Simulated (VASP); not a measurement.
Wanted: the native input for a VASP 6.6.1 run.

| Quantity | Value |
| --- | --- |
| Task | relaxation of cell and atoms |
| Functional | revPBE |
| Potentials or basis | VASP PAW PBE potentials, release 64 (B, As) |
| Cutoff | 600 eV |
| k mesh | 12 × 8 × 6 |
| Occupations | fermi-dirac, width 0.05 eV |
| Spin | no spin polarisation |
| Dipole correction | no |
| Further INCAR settings | ALGO = Normal; EDIFF = 1e-06; IBRION = 2; EDIFFG = -0.01; NSW = 60; ISIF = 3 |

The structure of BAs lies in POSCAR:

```
BAs
1.0
    2.1275493300      0.0000000000      0.0000000000
    0.0000000000      3.1740629400      0.0000000000
    0.0000000000      0.0000000000      4.9509801800
B As
1 1
Direct
    0.0000000000      0.5000000000      0.0000000000
    0.5000000000      0.5000000000      0.5000000000
```

The input as run:

INCAR

```
SYSTEM = BAs
ALGO = Normal
EDIFF = 1E-6
EDIFFG = -0.01
ENCUT = 600
GGA = RE
IBRION = 2
ISIF = 3
ISMEAR = -1
LASPH = .TRUE.
LCHARG = .FALSE.
LREAL = .FALSE.
LWAVE = .FALSE.
NELM = 60
NSW = 60
PREC = Accurate
SIGMA = 0.05
```

KPOINTS

```
k-points
0
G
  12 8 6
  0 0 0
```

Potentials or basis: VASP PAW PBE potentials, release 64 (B, As).

Command:

```bash
$ cat potpaw_PBE.64/B/POTCAR potpaw_PBE.64/As/POTCAR > POTCAR
$ mpirun -np 1 vasp_std > vasp.out
```

It gave:

| Property | Result |
| --- | --- |
| Relaxed volume | 13.18 Å³/atom |
| Relaxed cell | a = 3.163 Å, b = 2.624 Å, c = 3.176 Å, α = 90.00°, β = 90.00°, γ = 90.00° |
| Space group after relaxing (to 0.1 Å) | P4/mmm (No. 123) |
| Energy gained by relaxing | 1106.7 meV/atom |
| Ionic steps | 23 |
| Pressure after relaxing | 0.1 GPa |
| Band gap on the k mesh | zero (bands 4 and 5 overlap by 5.51 eV) |

Caveat: the volume moved by over 15 % at a fixed basis, so the end points are rough; the PAW data sets were made with another functional, which shifts forces and pressure a little.

Run time: 13 min on 1 thread of Intel Xeon 8259CL, with other jobs on the host, peak memory 0.21 GiB.
